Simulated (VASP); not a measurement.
# In (P6_3/mmc) in VASP: further runs

In is run at these levels: r2SCAN; tasks: relaxation of cell and atoms.

Everything below comes from runs of VASP 6.6.1. Logs are shortened: lines on timing, memory, paths and dates and some standing lists are left out, and cuts for length are marked.

## (1) The cell of the first run

The structure is hexagonal, space group P6_3/mmc (No. 194). The conventional cell has a = 3.330 Å, b = 3.330 Å, c = 5.438 Å, α = 90.00°, β = 90.00°, γ = 120.00°. In (site symmetry -6m2) has 12 In at 3.33 Å within 4.4 Å.

This isn't the form of In at room conditions, which is tetragonal.

## (2) Relaxation of cell and atoms, r2SCAN

POSCAR reads:

```
In
1.0
    3.3300000000      0.0000000000      0.0000000000
   -1.6650000000      2.8838645946      0.0000000000
    0.0000000000      0.0000000000      5.4378900000
In
2
Direct
    0.3333333333      0.6666666667      0.2500000000
    0.6666666667      0.3333333333      0.7500000000
```

INCAR.step1 reads:

```
SYSTEM = In
PREC = Accurate
ENCUT = 600
ISMEAR = -1
SIGMA = 0.05
LREAL = .False.
LASPH = .True.
NELM = 80
GGA = PE
ALGO = Normal
EDIFF = 1E-4
LWAVE = .True.
LCHARG = .False.
```

INCAR.step2 reads:

```
SYSTEM = In
PREC = Accurate
ENCUT = 600
EDIFF = 1E-6
ISMEAR = -1
SIGMA = 0.05
LREAL = .False.
LASPH = .True.
NELM = 80
ALGO = Normal
ISIF = 3
LWAVE = .False.
LCHARG = .False.
METAGGA = R2SCAN
LMIXTAU = .True.
IBRION = 2
NSW = 80
EDIFFG = -0.02
ISTART = 1
```

KPOINTS reads:

```
regular mesh
0
Gamma
  7 7 4
  0 0 0
```

Potentials or basis: VASP PAW PBE potentials, release 64 (In_d).

Run with:

```console
cat potpaw_PBE.64/In_d/POTCAR > POTCAR
cp INCAR.step1 INCAR
mpirun -np 1 vasp_std > vasp.out
cp INCAR.step2 INCAR
mpirun -np 1 vasp_std > vasp.out
```

OUTCAR:

```text
SYSTEM = In
   PREC = Accurate
   ENCUT = 600
   EDIFF = 1E-6
   ISMEAR = -1
   LREAL = .False.
   LASPH = .True.
   NELM = 80
   ISIF = 3
   METAGGA = R2SCAN
   IBRION = 2
   NSW = 80
   EDIFFG = -0.02
   ISTART = 1

 ion  position               nearest neighbor table
   1  0.333  0.667  0.250-   2 3.33   2 3.33   2 3.33   2 3.33   2 3.33   2 3.33
   2  0.667  0.333  0.750-   1 3.33   1 3.33   1 3.33   1 3.33   1 3.33   1 3.33

  LATTYP: Found a hexagonal cell.
 ALAT       =     3.3300000000
 C/A-ratio  =     1.6330000000

  Lattice vectors:

 A1 = (   3.3300000000,   0.0000000000,   0.0000000000)
 A2 = (  -1.6650000000,   2.8838645946,   0.0000000000)
 A3 = (   0.0000000000,   0.0000000000,   5.4378900000)

Analysis of symmetry for initial positions (statically):
=====================================================================
 Subroutine PRICEL returns:
 Original cell was already a primitive cell.

 Routine SETGRP: Setting up the symmetry group for a
 hexagonal supercell.

 Subroutine GETGRP returns: Found 24 space group operations
 (whereof 12 operations were pure point group operations)
 out of a pool of 24 trial point group operations.

The static configuration has the point symmetry D_3d.
 The point group associated with its full space group is D_6h.

Analysis of symmetry for dynamics (positions and initial velocities):
=====================================================================
 Subroutine PRICEL returns:
 Original cell was already a primitive cell.

 Routine SETGRP: Setting up the symmetry group for a
 hexagonal supercell.

 Subroutine GETGRP returns: Found 24 space group operations
 (whereof 12 operations were pure point group operations)
 out of a pool of 24 trial point group operations.

The dynamic configuration has the point symmetry D_3d.
 The point group associated with its full space group is D_6h.

 Subroutine INISYM returns: Found 24 space group operations
 (whereof 12 operations are pure point group operations),
 and found     1 'primitive' translations

----------------------------------------------------------------------------------------

                                     Primitive cell

  volume of cell :      52.2215

  direct lattice vectors                    reciprocal lattice vectors
     3.330000000  0.000000000  0.000000000     0.300300300  0.173378459  0.000000000
    -1.665000000  2.883864595  0.000000000     0.000000000  0.346756918  0.000000000
     0.000000000  0.000000000  5.437890000     0.000000000  0.000000000  0.183894856

  length of vectors
     3.330000000  3.330000000  5.437890000     0.346756918  0.346756918  0.183894856

  position of ions in fractional coordinates (direct lattice)
     0.333333333  0.666666667  0.250000000
     0.666666667  0.333333333  0.750000000

  ion indices of the primitive-cell ions
   primitive index   ion index
                 1           1
                 2           2

----------------------------------------------------------------------------------------

 KPOINTS: regular mesh

Automatic generation of k-mesh.
 Grid dimensions read from file:
 generate k-points for:    7    7    4

 Generating k-lattice:

  Cartesian coordinates                     Fractional coordinates (reciprocal lattice)
     0.042900043  0.024768351  0.000000000     0.142857143  0.000000000  0.000000000
     0.000000000  0.049536703  0.000000000     0.000000000  0.142857143  0.000000000
     0.000000000  0.000000000  0.045973714     0.000000000  0.000000000  0.250000000

  Length of vectors
     0.049536703  0.049536703  0.045973714

  Shift w.r.t. Gamma in fractional coordinates (k-lattice)
     0.000000000  0.000000000  0.000000000

 Subroutine IBZKPT returns following result:
 ===========================================

 Found     24 irreducible k-points:

 Following reciprocal coordinates:
            Coordinates               Weight
  0.000000  0.000000  0.000000      1.000000
  0.142857 -0.000000  0.000000      6.000000
  0.285714  0.000000  0.000000      6.000000
  0.428571 -0.000000  0.000000      6.000000
  0.142857  0.142857  0.000000      6.000000
  0.285714  0.142857  0.000000     12.000000
[... 16 lines left out ...]
  0.428571  0.142857  0.500000      6.000000
  0.285714  0.285714  0.500000      6.000000
   k-points           NKPTS =     24   k-points in BZ     NKDIM =     24   number of bands    NBANDS=     17
   number of dos      NEDOS =    301   number of ions     NIONS =      2
   total plane-waves  NPLWV =  37632
   dimension x,y,z NGX =    28 NGY =   28 NGZ =   48
   dimension x,y,z NGXF=    56 NGYF=   56 NGZF=   96
   ions per type =               2
   NGX,Y,Z   is equivalent  to a cutoff of  13.98, 13.98, 14.67 a.u.
   NGXF,Y,Z  is equivalent  to a cutoff of  27.96, 27.96, 29.35 a.u.
 SYSTEM =  In
   PREC   = accura    normal or accurate (medium, high low for compatibility)
   ISTART =      1    job   : 0-new  1-cont  2-samecut
   ICHARG =      0    charge: 1-file 2-atom 10-const
   ISPIN  =      1    spin polarized calculation?
   LNONCOLLINEAR =      F non collinear calculations
   LSORBIT =      F    spin-orbit coupling
   LASPH  =      T    aspherical Exc in radial PAW
   ENCUT  =  600.0 eV  44.10 Ry    6.64 a.u.   6.65  6.65 10.86*2*pi/ulx,y,z
   NELM   =     80;   NELMIN=  2; NELMDL=  0     # of ELM steps
   EDIFF  = 0.1E-05   stopping-criterion for ELM
   LREAL  =      F    real-space projection
   EDIFFG = -.2E-01   stopping-criterion for IOM
   NSW    =     80    number of steps for IOM
   IBRION =      2    ionic relax: 0-MD 1-quasi-New 2-CG
   NFREE  =      1    steps in history (QN), initial steepest desc. (CG)
   ISIF   =      3    stress and relaxation
   ISYM   =      2    0-nonsym 1-usesym 2-fastsym
   POTIM  = 0.5000    time-step for ionic-motion
   TEBEG  =    0.0;   TEEND  =   0.0 temperature during run
   PSTRESS=    0.0 pullay stress
   NELECT =      26.0000    total number of electrons
   NUPDOWN=      -1.0000    fix difference up-down
   EMIN   =  10.00;   EMAX   =-10.00  energy-range for DOS
   EFERMI =   0.00;   METHOD = LEGACY
   ISMEAR =    -1;   SIGMA  =   0.05  broadening in eV -4-tet -1-fermi 0-gaus
   EFERMI_NEDOS =   21; number of points for ismear=-14 and -15
   IALGO  =     38    algorithm
   IMIX   =      4    mixing-type and parameters
     AMIX     =   0.40;   BMIX     =  1.00
     AMIX_MAG =   1.60;   BMIX_MAG =  1.00
  volume/ion in A,a.u.               =      26.11       176.20
  Fermi-wavevector in a.u.,A,eV,Ry     =   1.297526  2.451969 22.906415  1.683574
  Thomas-Fermi vector in A             =   2.428913
   LORBIT       =      0    0 simple, 1 ext, 2 COOP (PROOUT), +10 PAW based schemes
   METAGGA = R2SCAN    functional components
   LHFCALC =     F    Hartree Fock is set to
   AEXX    =    0.0000 exact exchange contribution
   IVDW    =     0    specifies the selected vdW correction
   LEPSILON=     F    determine dielectric tensor
   LRPA    =     F    only Hartree local field effects (RPA)
 conjugate gradient relaxation of ions
 non-spin polarized calculation
  energy-cutoff  :      600.00
  volume of cell :       52.22
 maximum number of plane-waves:      1762
 NGX is ok and might be reduce to    28
   NGX = 13   NGY = 13   NGZ = 21

--------------------------------------- Ionic step        1  -------------------------------------------

 number of electron      26.0000002 magnetization

 Free energy of the ion-electron system (eV)
  ---------------------------------------------------
  ext. energy  EPLUGINS =         0.00000000
  ---------------------------------------------------
  free energy    TOTEN  =       -45.12451316 eV

  energy without entropy =      -45.11877215  energy(sigma->0) =      -45.12164266

------------------------ aborting loop because EDIFF is reached ----------------------------------------

  FORCE on cell =-STRESS in cart. coord.  units (eV):
  Direction    XX          YY          ZZ          XY          YZ          ZX
  --------------------------------------------------------------------------------------
  -------------------------------------------------------------------------------------
  Total       -0.0325982     -0.0325982      0.0454999      0.0000000      0.0000000      0.0000000
  in kB       -1.0001256     -1.0001256      1.3959544      0.0000000      0.0000000      0.0000000
  external PRESSURE =      -0.2014323 kB  Pullay stress =       0.0000000 kB

 VOLUME and BASIS-vectors are now :
 -----------------------------------------------------------------------------
  energy-cutoff  :      600.00
  volume of cell :       52.22
      direct lattice vectors                 reciprocal lattice vectors
     3.330000000  0.000000000  0.000000000     0.300300300  0.173378459  0.000000000
    -1.665000000  2.883864595  0.000000000     0.000000000  0.346756918  0.000000000
     0.000000000  0.000000000  5.437890000     0.000000000  0.000000000  0.183894856
[... 73 lines left out ...]
 POSITION                                       TOTAL-FORCE (eV/Angst)
 -----------------------------------------------------------------------------------
     -0.00000      1.92160      1.36043         0.000000     -0.000000      0.000000
      1.66416      0.96080      4.08130        -0.000000      0.000000      0.000000
 -----------------------------------------------------------------------------------
    total drift:                               -0.000000      0.000000     -0.000000

  FREE ENERGIE OF THE ION-ELECTRON SYSTEM (eV)
  ---------------------------------------------------
  free  energy   TOTEN  =       -45.1245394960 eV

  energy  without entropy=      -45.1188243886  energy(sigma->0) =      -45.12168194

--------------------------------------- Ionic step        4  -------------------------------------------

 number of electron      26.0000000 magnetization

 Free energy of the ion-electron system (eV)
  ---------------------------------------------------
  ext. energy  EPLUGINS =         0.00000000
  ---------------------------------------------------
  free energy    TOTEN  =       -45.12456292 eV

  energy without entropy =      -45.11888205  energy(sigma->0) =      -45.12172248

 E-fermi :   7.6231     XC(G=0): -11.0993

 val. band max:        7.6170753104   @ k =   0.4286  -0.0000   0.2500
 cond. band min:       7.7463767901   @ k =   0.4286  -0.0000   0.0000
 fundamental gap:      0.1293014797
 Fermi energy:         7.6230930055

 k-point     1 :       0.0000    0.0000    0.0000
  band No.  band energies     occupation
      1      -7.8207      2.00000
      2      -7.7450      2.00000
      3      -7.7183      2.00000
      4      -7.7183      2.00000
      5      -7.6876      2.00000
      6      -7.6876      2.00000
[... 9 lines left out ...]
     16      18.2828      0.00000
     17      18.2828      0.00000
[... 480 lines left out ...]
 POSITION                                       TOTAL-FORCE (eV/Angst)
 -----------------------------------------------------------------------------------
     -0.00000      1.92160      1.36185        -0.000000     -0.000000      0.000000
      1.66415      0.96080      4.08556         0.000000      0.000000      0.000000
 -----------------------------------------------------------------------------------
    total drift:                               -0.000000      0.000000     -0.000000

  FREE ENERGIE OF THE ION-ELECTRON SYSTEM (eV)
  ---------------------------------------------------
  free  energy   TOTEN  =       -45.1245629172 eV

  energy  without entropy=      -45.1188820526  energy(sigma->0) =      -45.12172248

 reached required accuracy - stopping structural energy minimisation
```

It took 1.9 min on 1 thread of Intel Xeon 6975P-C (Granite Rapids), shared host; peak memory 0.21 GiB.

What came out:

| Quantity | Value |
| --- | --- |
| Free energy | -45.1246 eV |
| Relaxed volume | 26.13 Å³/atom |
| Relaxed cell | a = 3.328 Å, b = 3.328 Å, c = 5.447 Å, α = 90.00°, β = 90.00°, γ = 120.00° |
| Space group after relaxing (to 0.1 Å) | P6_3/mmc (No. 194) |
| Energy gained by relaxing | 0.0 meV/atom |
| Ionic steps | 4 |
| Pressure after relaxing | 0.0 GPa |
| Band gap on the k mesh | zero (bands 13 and 14 overlap by 6.34 eV) |

Final structure:
```cif
data_structure
_symmetry_space_group_name_H-M 'P 1'
_symmetry_Int_Tables_number 1
_cell_length_a 3.3283
_cell_length_b 3.3283
_cell_length_c 5.4474
_cell_angle_alpha 90.000
_cell_angle_beta 90.000
_cell_angle_gamma 120.000
_cell_volume 52.26
loop_
_atom_site_label
_atom_site_type_symbol
_atom_site_fract_x
_atom_site_fract_y
_atom_site_fract_z
_atom_site_occupancy
In1 In 0.33333 0.66667 0.25000 1
In2 In 0.66667 0.33333 0.75000 1
```

Caveat: the PAW data sets were made with another functional, which shifts forces and pressure a little; spin-orbit coupling is left out, which moves the levels of the heavy elements.

## (3) Relaxation of cell and atoms, r2SCAN, target pressure 10 GPa, at which the enthalpy is minimised

POSCAR is that of step 2.

INCAR.step1 reads:

```
SYSTEM = In
PREC     = Accurate       ! precision mode
ENCUT    = 600            ! plane-wave cutoff, eV
ISMEAR   = -1             ! smearing method
SIGMA    = 0.05           ! smearing width, eV
LREAL    = .FALSE.        ! projectors in reciprocal space
LASPH    = .TRUE.         ! aspherical terms in the spheres
NELM     = 60             ! most SCF steps
GGA      = PE             ! functional
ALGO     = Normal         ! electronic algorithm
EDIFF    = 1E-4           ! SCF threshold, eV
LWAVE    = .TRUE.         ! write WAVECAR
LCHARG   = .FALSE.        ! write CHGCAR
```

INCAR.step2 reads:

```
SYSTEM = In
PREC     = Accurate       ! precision mode
ENCUT    = 600            ! plane-wave cutoff, eV
EDIFF    = 1E-6           ! SCF threshold, eV
ISMEAR   = -1             ! smearing method
SIGMA    = 0.05           ! smearing width, eV
LREAL    = .FALSE.        ! projectors in reciprocal space
LASPH    = .TRUE.         ! aspherical terms in the spheres
NELM     = 60             ! most SCF steps
ALGO     = Normal         ! electronic algorithm
ISIF     = 3              ! what is computed and relaxed
LWAVE    = .FALSE.        ! write WAVECAR
LCHARG   = .FALSE.        ! write CHGCAR
METAGGA  = R2SCAN         ! meta-GGA
LMIXTAU  = .TRUE.       
IBRION   = 2              ! ionic algorithm
NSW      = 80             ! ionic steps
EDIFFG   = -0.02          ! ionic threshold
PSTRESS  = 100.0        
ISTART   = 1
```

KPOINTS reads:

```
Automatic mesh
0
G
  7 7 4
  0 0 0
```

Potentials or basis: VASP PAW PBE potentials, release 64 (In_d).

Run with:

```console
cat potpaw_PBE.64/In_d/POTCAR > POTCAR
cp INCAR.step1 INCAR
mpirun -np 1 vasp_std > vasp.out
cp INCAR.step2 INCAR
mpirun -np 1 vasp_std > vasp.out
```

It took 4.6 min on 1 thread of Intel Xeon 6975P-C (Granite Rapids), shared host; peak memory 0.22 GiB.

It converged, with:

* Free energy: -44.9259 eV
* Relaxed volume: 22.45 Å³/atom
* Relaxed cell: a = 3.165 Å, b = 3.165 Å, c = 5.176 Å, α = 90.00°, β = 90.00°, γ = 120.00°
* Space group after relaxing (to 0.1 Å): P6_3/mmc (No. 194)
* Energy change on relaxing (the run minimises the enthalpy): +99.3 meV/atom
* Ionic steps: 6
* Pressure after relaxing: 10.0 GPa
* Band gap on the k mesh: zero (bands 13 and 14 overlap by 7.39 eV)

Stress tensor (GPa, compression positive):
```
 9.97  0.00  0.00
 0.00  9.97  0.00
 0.00  0.00 10.04
```

Step by step:
| step | energy change (eV) | largest force (eV/Å) | pressure (GPa) | volume (Å³) |
| --- | --- | --- | --- | --- |
| 1 | 0.0000 | 0.0000 | -0.02 | 52.22 |
| 2 | 0.5767 | 0.0000 | 20.69 | 40.83 |
| 3 | 0.1933 | 0.0000 | 9.83 | 44.98 |
| 4 | 0.2018 | 0.0000 | 10.17 | 44.85 |
| 5 | 0.1929 | 0.0000 | 9.81 | 44.99 |
| 6 | 0.1986 | 0.0000 | 9.99 | 44.90 |

Final structure:
```xyz
2
Lattice="3.1647 0.0000 0.0000 -1.5824 2.7407 0.0000 0.0000 0.0000 5.1763" Properties=species:S:1:pos:R:3 pbc="T T T"
In    0.0000    1.8272    1.2941
In    1.5824    0.9136    3.8822
```

Levels at points of the mesh, in eV from the Fermi level:
```tsv
k point	band 9	band 10	band 11	band 12	band 13	band 14	band 15	band 16	band 17
(0.00, 0.00, 0.00)	-15.10	-15.10	-11.37	-4.69	-4.49	9.90	9.90	11.77	11.99
(0.00, 0.00, 0.50)	-15.20	-15.20	-9.70	-9.70	3.59	3.59	11.16	11.16	11.16
```

Caveat: the cell is relaxed towards a set pressure, so the run minimises the enthalpy, not the energy; the PAW data sets were made with another functional, which shifts forces and pressure a little; spin-orbit coupling is left out, which moves the levels of the heavy elements.
